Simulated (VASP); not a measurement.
GdN: single point with PBE

The system is GdN.

```
Gd N
1.0
     0.00000    2.49280    2.49280
     2.49280    0.00000    2.49280
     2.49280    2.49280    0.00000
Gd N
1 1
Direct
  0.50000 0.50000 0.50000
  0.00401 0.99599 0.00401
```

```yaml
Program: VASP 6.6.1
Task: single point
Functional: PBE
Potentials_or_basis: VASP PAW PBE potentials, release 64 (Gd, N)
Cutoff: 520 eV
k_mesh: 12 × 12 × 12
Occupations: gaussian, width 0.05 eV
Spin: collinear spin, ferromagnetic start
Starting_moments: "[7.55, 0.0] μB"
```

- Pressure: 0.1 GPa
- Largest force: 0.017 eV/Å
- Band gap on the k mesh: zero (filled and empty bands overlap)
- Net moment: 7.00 μB per cell
- Site moments: Gd +6.80; N -0.08 μB
- Valence electrons inside the program's atomic spheres: Gd 15.23; N 3.63

Forces in eV/Å, atoms in the order of the input:
```
Gd   0.000  0.017  0.000
N    0.000 -0.017  0.000
```

Levels at points of the mesh, in eV from the Fermi level:
Spin up:
| k point | band 13 | band 14 | band 15 | band 16 | band 17 | band 18 |
| --- | --- | --- | --- | --- | --- | --- |
| (0.00, 0.00, 0.00) | 0.20 | 0.20 | 0.20 | 2.45 | 2.45 | 2.45 |
| (0.50, 0.00, 0.00) | -3.25 | -2.63 | -2.63 | 5.05 | 5.81 | 5.82 |
| (0.50, 0.50, 0.00) | -1.51 | -0.56 | -0.25 | -0.21 | 6.45 | 6.49 |
| (0.50, 0.00, 0.50) | -1.51 | -0.52 | -0.24 | -0.24 | 6.45 | 6.49 |
Spin down:
| k point | band 4 | band 5 | band 6 | band 7 | band 8 | band 9 | band 10 | band 11 | band 12 | band 13 |
| --- | --- | --- | --- | --- | --- | --- | --- | --- | --- | --- |
| (0.00, 0.00, 0.00) | -18.56 | -13.09 | -0.92 | -0.92 | -0.92 | 1.65 | 2.18 | 2.18 | 2.18 | 2.81 |
| (0.50, 0.00, 0.00) | -18.67 | -11.18 | -4.13 | -2.50 | -2.50 | 1.78 | 1.88 | 1.88 | 2.12 | 2.12 |
| (0.50, 0.50, 0.00) | -18.99 | -12.81 | -1.17 | -0.87 | -0.86 | 0.20 | 1.93 | 1.99 | 2.04 | 2.04 |
| (0.50, 0.00, 0.50) | -18.99 | -12.81 | -1.16 | -0.86 | -0.86 | 0.19 | 1.93 | 1.99 | 2.04 | 2.04 |

It took 13 min on 1 thread of Intel(R) Xeon(R) 6975P-C (Granite Rapids), with other jobs on the host, peak memory 0.34 GiB.

Caveat: spin-orbit coupling is left out, which moves the levels of the heavy elements; a cell with one magnetic atom can't hold antiferromagnetic order, which such compounds often take; semilocal functionals describe open f shells poorly, which spoils levels, moments and volumes. The state reached can hang on the start; a lower one may exist.
